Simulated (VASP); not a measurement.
A run of VASP 6.6.1 is set up as follows.

File INCAR:

```
SYSTEM = Cs
PREC = Accurate ; ENCUT = 500
EDIFF = 1E-6 ; ISMEAR = -1
SIGMA = 0.1 ; LREAL = .False.
LASPH = .True. ; NELM = 120
ALGO = Normal ; ISIF = 2
LWAVE = .False. ; LCHARG = .False.
GGA = PS ; NBANDS = 10
GGA_COMPAT = .False.
```

File KPOINTS:

```
Automatic mesh
0
Gamma
  5 5 5
  0 0 0
```

The input POSCAR:

```
Cs
1.0
    4.9700000000      0.0000000000      0.0000000000
    0.0000000000      4.9700000000      0.0000000000
    0.0000000000      0.0000000000      4.9700000000
Cs
1
Direct
    0.0000000000      0.0000000000      0.0000000000
```

Potentials or basis: VASP PAW PBE potentials, release 64 (Cs_sv).

Command:

```sh
$ cat potpaw_PBE.64/Cs_sv/POTCAR > POTCAR
$ mpirun -np 1 vasp_std > vasp.out
```

Problem. What does it give for the band gap on the k mesh?

Solution. Zero (an odd number of electrons rules out a gap without spin polarisation).

Problem. Predict the pressure.

Solution. 0.0 GPa.

Caveat: the PAW data sets were made with another functional, which shifts forces and pressure a little; spin-orbit coupling is left out, which moves the levels of the heavy elements.
